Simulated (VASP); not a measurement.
Sn:

```
Sn
1.0
    -1.85597    1.85597    1.85597
     1.85597   -1.85597    1.85597
     1.85597    1.85597   -1.85597
Sn
1
Direct
  0.00000 0.00000 0.00000
```

Base run:

```yaml
Program: VASP 6.6.1
Functional: r2SCAN
Potentials_or_basis: VASP PAW PBE potentials, release 64 (Sn_d)
Cutoff: 520 eV
k_mesh: 10 × 10 × 10
Occupations: fermi-dirac, width 0.05 eV
Spin: no spin polarisation
```

Its results: band gap on the k mesh zero (band 7 reaches 17.86 eV, above the bottom of band 8 at 6.17 eV); pressure 2.6 GPa.

Problem. The run is repeated on the same cell with these changes: functional from r2SCAN to PBE; further incar settings from ALGO = Normal; EDIFF = 1e-06; NBANDS = 13 to ALGO = Fast; EDIFF = 1e-06; NBANDS = 13. What comes out?

Solution. Band gap on the k mesh zero (band 7 reaches 17.40 eV, above the bottom of band 8 at 6.38 eV); pressure 4.0 GPa.

Caveats: spin-orbit coupling is left out, which moves the levels of the heavy elements; the PAW data sets were made with another functional, which shifts forces and pressure a little (some runs).
